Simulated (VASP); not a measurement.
# GaP (F-43m) in VASP: a series of runs

Aim: see how the results for GaP move with the level of theory and the settings. Levels: LDA, r2SCAN+D4. Tasks: single point, relaxation of cell and atoms.

All numbers are computed with VASP 6.6.1; they aren't measurements. Logs are shortened: lines on timing, memory, paths and dates and some standing lists are left out, and cuts for length are marked.

## 1. The cell of the first run

The structure is cubic, space group F-43m (No. 216). Conventional cell: a = 5.339 Å, b = 5.339 Å, c = 5.339 Å, α = 90.00°, β = 90.00°, γ = 90.00°. Within 3.1 Å of Ga (site symmetry -43m) lie 4 P at 2.31 Å. P (site symmetry -43m) has 4 Ga at 2.31 Å within 3.1 Å.

## 2. Single point, LDA, non-collinear spin, zero start, spin-orbit coupling

INCAR reads:

```
PREC = Accurate
ENCUT = 520
EDIFF = 1E-7
ISMEAR = -1
SIGMA = 0.05
LREAL = F
LASPH = T
NELM = 150
ALGO = Normal
ISIF = 2
LWAVE = F
LCHARG = F
LNONCOLLINEAR = T
MAGMOM = 0 0 0 0 0 0
LORBIT = 11
LSORBIT = T
GGA_COMPAT = F
LORBMOM = T
GGA = CA
NBANDS = 30
```

KPOINTS reads:

```
Automatic mesh
0
Gamma
  8 8 8
```

POSCAR reads:

```
GaP
1.0
    0.0000000000      2.6696170428      2.6696170428
    2.6696170428      0.0000000000      2.6696170428
    2.6696170428      2.6696170428      0.0000000000
Ga P
1 1
Direct
    0.0000000000      0.0000000000      0.0000000000
    0.7500000000      0.7500000000      0.7500000000
```

Potentials or basis: VASP PAW LDA potentials, release 64 (Ga_d, P).

Run with:

```bash
> cat potpaw_LDA.64/Ga_d/POTCAR potpaw_LDA.64/P/POTCAR > POTCAR
> mpirun -np 1 vasp_ncl > vasp.out
```

OUTCAR:

```text
PREC = Accurate
   ENCUT = 520
   EDIFF = 1E-7
   ISMEAR = -1
   LREAL = F
   LASPH = T
   NELM = 150
   ISIF = 2
   LNONCOLLINEAR = T
   LORBIT = 11
   LSORBIT = T
   GGA = CA

 ion  position               nearest neighbor table
   1  0.000  0.000  0.000-   2 2.31   2 2.31   2 2.31   2 2.31
   2  0.750  0.750  0.750-   1 2.31   1 2.31   1 2.31   1 2.31

  LATTYP: Found a face centered cubic cell.
 ALAT       =     5.3392340856

  Lattice vectors:

 A1 = (   0.0000000000,   2.6696170428,   2.6696170428)
 A2 = (   2.6696170428,   0.0000000000,   2.6696170428)
 A3 = (   2.6696170428,   2.6696170428,   0.0000000000)

Analysis of symmetry for initial positions (statically):
=====================================================================
 Subroutine PRICEL returns:
 Original cell was already a primitive cell.

 Routine SETGRP: Setting up the symmetry group for a
 face centered cubic supercell.

 Subroutine GETGRP returns: Found 24 space group operations
 (whereof 24 operations were pure point group operations)
 out of a pool of 48 trial point group operations.

The static configuration has the point symmetry T_d .

Analysis of symmetry for dynamics (positions and initial velocities):
=====================================================================
 Subroutine PRICEL returns:
 Original cell was already a primitive cell.

 Routine SETGRP: Setting up the symmetry group for a
 face centered cubic supercell.

 Subroutine GETGRP returns: Found 24 space group operations
 (whereof 24 operations were pure point group operations)
 out of a pool of 48 trial point group operations.

The dynamic configuration has the point symmetry T_d .

Analysis of structural, dynamic, and magnetic symmetry:
=====================================================================
 Subroutine PRICEL returns:
 Original cell was already a primitive cell.

 Routine SETGRP: Setting up the symmetry group for a
 face centered cubic supercell.

 Subroutine GETGRP returns: Found 24 space group operations
 (whereof 24 operations were pure point group operations)
 out of a pool of 48 trial point group operations.

The overall configuration has the point symmetry T_d .

 Subroutine INISYM returns: Found 24 space group operations
 (whereof 24 operations are pure point group operations),
 and found     1 'primitive' translations
[... 969 lines left out ...]
      0.00000      0.00000      0.00000        -0.000000     -0.000000     -0.000000
      4.00443      4.00443      4.00443         0.000000      0.000000      0.000000
 -----------------------------------------------------------------------------------
    total drift:                               -0.000000     -0.000000     -0.000000

  FREE ENERGIE OF THE ION-ELECTRON SYSTEM (eV)
  ---------------------------------------------------
  free  energy   TOTEN  =       -10.4470188413 eV

  energy  without entropy=      -10.4470188065  energy(sigma->0) =      -10.44701882

 orbital moment (x)

 # of ion     p       d       tot
 ----------------------------------------
  1        -0.000   0.000   0.000
  2        -0.000   0.000  -0.000
 ----------------------------------------
           -0.000   0.000  -0.000

 orbital moment (y)

 # of ion     p       d       tot
 ----------------------------------------
  1        -0.000   0.000  -0.000
  2        -0.000   0.000  -0.000
 ----------------------------------------
           -0.000   0.000  -0.000

 orbital moment (z)

 # of ion     p       d       tot
 ----------------------------------------
  1        -0.000  -0.000  -0.000
  2         0.000   0.000   0.000
 ----------------------------------------
           -0.000  -0.000  -0.000

 Spin-Orbit-Coupling matrix elements

 Ion:    1  E_soc:     -0.0126909
 l=   1
     0.0000000    -0.0012358    -0.0012358
    -0.0012358     0.0000000    -0.0012358
    -0.0012358    -0.0012358     0.0000000
 l=   2
     0.0000000    -0.0001797     0.0000000    -0.0001797    -0.0006997
    -0.0001797     0.0000000    -0.0005248    -0.0001797    -0.0001749
     0.0000000    -0.0005248     0.0000000    -0.0005248     0.0000000
    -0.0001797    -0.0001797    -0.0005248     0.0000000    -0.0001749
    -0.0006997    -0.0001749     0.0000000    -0.0001749     0.0000000
 l=   3
     0.0000000     0.0000000     0.0000000     0.0000000     0.0000000     0.0000000     0.0000000
     0.0000000     0.0000000     0.0000000     0.0000000     0.0000000     0.0000000     0.0000000
     0.0000000     0.0000000     0.0000000     0.0000000     0.0000000     0.0000000     0.0000000
     0.0000000     0.0000000     0.0000000     0.0000000     0.0000000     0.0000000     0.0000000
     0.0000000     0.0000000     0.0000000     0.0000000     0.0000000     0.0000000     0.0000000
     0.0000000     0.0000000     0.0000000     0.0000000     0.0000000     0.0000000     0.0000000
     0.0000000     0.0000000     0.0000000     0.0000000     0.0000000     0.0000000     0.0000000

 Ion:    2  E_soc:     -0.0009397
 l=   1
     0.0000000    -0.0001566    -0.0001566
    -0.0001566     0.0000000    -0.0001566
    -0.0001566    -0.0001566     0.0000000
 l=   2
     0.0000000     0.0000000     0.0000000     0.0000000     0.0000000
     0.0000000     0.0000000     0.0000000     0.0000000     0.0000000
     0.0000000     0.0000000     0.0000000     0.0000000     0.0000000
     0.0000000     0.0000000     0.0000000     0.0000000     0.0000000
     0.0000000     0.0000000     0.0000000     0.0000000     0.0000000
 l=   3
     0.0000000     0.0000000     0.0000000     0.0000000     0.0000000     0.0000000     0.0000000
     0.0000000     0.0000000     0.0000000     0.0000000     0.0000000     0.0000000     0.0000000
     0.0000000     0.0000000     0.0000000     0.0000000     0.0000000     0.0000000     0.0000000
     0.0000000     0.0000000     0.0000000     0.0000000     0.0000000     0.0000000     0.0000000
     0.0000000     0.0000000     0.0000000     0.0000000     0.0000000     0.0000000     0.0000000
     0.0000000     0.0000000     0.0000000     0.0000000     0.0000000     0.0000000     0.0000000
     0.0000000     0.0000000     0.0000000     0.0000000     0.0000000     0.0000000     0.0000000

 total charge

# of ion       s       p       d       tot
------------------------------------------
    1        0.880   0.930  10.024  11.834
    2        1.021   1.554   0.000   2.575
--------------------------------------------------
tot          1.901   2.484  10.024  14.409

 magnetization (x)

# of ion       s       p       d       tot
------------------------------------------
    1        0.000   0.000  -0.000   0.000
    2        0.000   0.000   0.000   0.000
--------------------------------------------------
tot          0.000   0.000  -0.000   0.000

 magnetization (y)

# of ion       s       p       d       tot
------------------------------------------
    1        0.000  -0.000  -0.000  -0.000
    2        0.000   0.000   0.000   0.000
--------------------------------------------------
tot          0.000  -0.000  -0.000  -0.000

 magnetization (z)

# of ion       s       p       d       tot
------------------------------------------
    1        0.000  -0.000  -0.000  -0.000
    2        0.000   0.000   0.000   0.000
--------------------------------------------------
tot          0.000  -0.000  -0.000  -0.000
```

OSZICAR:

```text
N       E                     dE             d eps       ncg     rms          rms(c)
DAV:   1     0.127106727372E+03    0.12711E+03   -0.82953E+03  2954   0.181E+03
DAV:   2     0.623349994153E+01   -0.12087E+03   -0.11385E+03  2744   0.444E+02
DAV:   3    -0.101927573168E+02   -0.16426E+02   -0.16198E+02  3052   0.116E+02
DAV:   4    -0.107821003245E+02   -0.58934E+00   -0.58812E+00  3134   0.234E+01
DAV:   5    -0.107948199654E+02   -0.12720E-01   -0.12717E-01  3156   0.328E+00    0.469E+00
DAV:   6    -0.105032301164E+02    0.29159E+00   -0.32666E-01  3876   0.118E+01    0.287E+00
DAV:   7    -0.104513758201E+02    0.51854E-01   -0.15275E-01  3102   0.290E+00    0.113E+00
DAV:   8    -0.104472646955E+02    0.41111E-02   -0.23059E-02  3324   0.242E+00    0.304E-01
DAV:   9    -0.104469975167E+02    0.26718E-03   -0.23561E-03  3778   0.991E-01    0.129E-01
DAV:  10    -0.104470208806E+02   -0.23364E-04   -0.30031E-04  4064   0.222E-01    0.312E-02
DAV:  11    -0.104470160802E+02    0.48003E-05   -0.66223E-05  3536   0.146E-01    0.146E-02
DAV:  12    -0.104470189254E+02   -0.28451E-05   -0.71651E-06  2870   0.254E-02    0.831E-03
DAV:  13    -0.104470188413E+02    0.84086E-07   -0.37103E-07  3294   0.757E-03
   1 F= -.10447019E+02 E0= -.10447019E+02  d E =-.347499E-07  mag=     0.0000    -0.0000    -0.0000
```

stdout:

```text
POSCAR found type information on POSCAR GaP
 POSCAR found :  2 types and       2 ions
 scaLAPACK will be used
 LDA part: xc-table for (Slater(with rela. corr.)+CA(PZ))
 , standard interpolation
 POSCAR, INCAR and KPOINTS ok, starting setup
 FFT: planning ... GRIDC
 FFT: planning ... GRID_SOFT
 FFT: planning ... GRID
 WAVECAR not read
 entering main loop
```

It took 77 s on 1 thread of Intel Xeon 6975P-C (Granite Rapids), shared host; peak memory 0.24 GiB.

Results:

```
Free energy                                           : -10.4470 eV
Pressure                                              : 2.8 GPa
Net moment                                            : 0.00 μB per cell
Valence electrons inside the program's atomic spheres : Ga 11.83; P 2.58
```

Moments on the atoms (μB; x, y, z):
```
Ga  0.00 0.00 0.00
P   0.00 0.00 0.00
```

## 3. Relaxation of cell and atoms, r2SCAN+D4

This run uses another cell than the first one, of 20.24 Å³/atom, 1.064 times its volume.

POSCAR reads:

```
GaP
1.0
    0.0000000000      2.7252500000      2.7252500000
    2.7252500000      0.0000000000      2.7252500000
    2.7252500000      2.7252500000      0.0000000000
Ga P
1 1
Direct
    0.0000000000      0.0000000000      0.0000000000
    0.7500000000      0.7500000000      0.7500000000
```

INCAR.step1 reads:

```
ALGO     = Normal         # electronic algorithm
EDIFF    = 1E-4           # SCF threshold, eV
ENCUT    = 600            # plane-wave cutoff, eV
GGA      = PE             # functional
ISMEAR   = -1             # smearing method
LASPH    = T              # aspherical terms in the spheres
LCHARG   = F              # write CHGCAR
LREAL    = F              # projectors in reciprocal space
LWAVE    = T              # write WAVECAR
NELM     = 100            # most SCF steps
PREC     = Accurate       # precision mode
SIGMA    = 0.05           # smearing width, eV
```

INCAR.step2 reads:

```
ALGO     = Normal         # electronic algorithm
EDIFF    = 1E-6           # SCF threshold, eV
EDIFFG   = -0.01          # ionic threshold
ENCUT    = 600            # plane-wave cutoff, eV
IBRION   = 2              # ionic algorithm
ISIF     = 3              # what is computed and relaxed
ISMEAR   = -1             # smearing method
ISTART   = 1            
IVDW     = 13             # dispersion correction
LASPH    = T              # aspherical terms in the spheres
LCHARG   = F              # write CHGCAR
LMIXTAU  = T            
LREAL    = F              # projectors in reciprocal space
LWAVE    = F              # write WAVECAR
METAGGA  = R2SCAN         # meta-GGA
NELM     = 100            # most SCF steps
NSW      = 60             # ionic steps
PREC     = Accurate       # precision mode
SIGMA    = 0.05           # smearing width, eV
VDW_A1   = 0.51559235   
VDW_A2   = 5.77342911   
VDW_S6   = 1.0          
VDW_S8   = 0.6018749
```

KPOINTS reads:

```
k-points
0
Gamma
  8 8 8
```

Potentials or basis: VASP PAW PBE potentials, release 64 (Ga_d, P).

Run with:

```bash
> cat potpaw_PBE.64/Ga_d/POTCAR potpaw_PBE.64/P/POTCAR > POTCAR
> cp INCAR.step1 INCAR
> mpirun -np 1 vasp_std > vasp.out
> cp INCAR.step2 INCAR
> mpirun -np 1 vasp_std > vasp.out
```

It took 2.5 min on 1 thread of Intel Xeon 6975P-C (Granite Rapids), shared host; peak memory 0.2 GiB.

Results (log left out):

```yaml
Free_energy: -21.7571 eV
Relaxed_volume: 19.99 Å³/atom
Relaxed_cell: a = 3.838 Å, b = 3.838 Å, c = 3.838 Å, α = 60.00°, β = 60.00°, γ = 60.00°
Space_group_after_relaxing_to_0.05_Å: F-43m (No. 216)
Energy_gained_by_relaxing: 0.8 meV/atom
Ionic_steps: 7
Pressure_after_relaxing: 0.1 GPa
Band_gap_on_the_k_mesh: 1.88 eV, indirect (least direct gap 2.46 eV)
Dispersion_energy_per_atom: -0.147 eV
```

The path:
| step | energy change (eV) | largest force (eV/Å) | pressure (GPa) | volume (Å³) |
| --- | --- | --- | --- | --- |
| 1 | 0.0000 | 0.0000 | -1.06 | 40.48 |
| 2 | -0.0011 | 0.0000 | 0.68 | 39.70 |
| 3 | -0.0017 | 0.0000 | -0.33 | 39.99 |
| 4 | -0.0016 | 0.0000 | 0.33 | 39.89 |
| 5 | -0.0017 | 0.0000 | 0.09 | 39.94 |
| 6 | -0.0017 | 0.0000 | 0.15 | 39.95 |
| 7 | -0.0017 | 0.0000 | 0.06 | 39.97 |

Final structure:
```
Ga P
1.0
     0.00000    2.71374    2.71374
     2.71374    0.00000    2.71374
     2.71374    2.71374    0.00000
Ga P
1 1
Cartesian
  0.0000 0.0000 0.0000
  4.0706 4.0706 4.0706
```

Levels at points of the mesh, in eV from the valence-band top:
| k point | band 5 | band 6 | band 7 | band 8 | band 9 | band 10 | band 11 | band 12 | band 13 |
| --- | --- | --- | --- | --- | --- | --- | --- | --- | --- |
| (0.00, 0.00, 0.00) | -14.89 | -13.12 | 0.00 | 0.00 | 0.00 | 2.46 | 4.19 | 4.19 | 4.19 |
| (0.50, 0.00, 0.00) | -14.89 | -10.92 | -6.92 | -1.19 | -1.19 | 2.08 | 5.05 | 5.05 | 8.86 |
| (0.50, 0.50, 0.00) | -14.87 | -9.96 | -7.02 | -2.85 | -2.85 | 1.89 | 2.09 | 11.45 | 11.45 |

Caveat: the PAW data sets were made with another functional, which shifts forces and pressure a little.
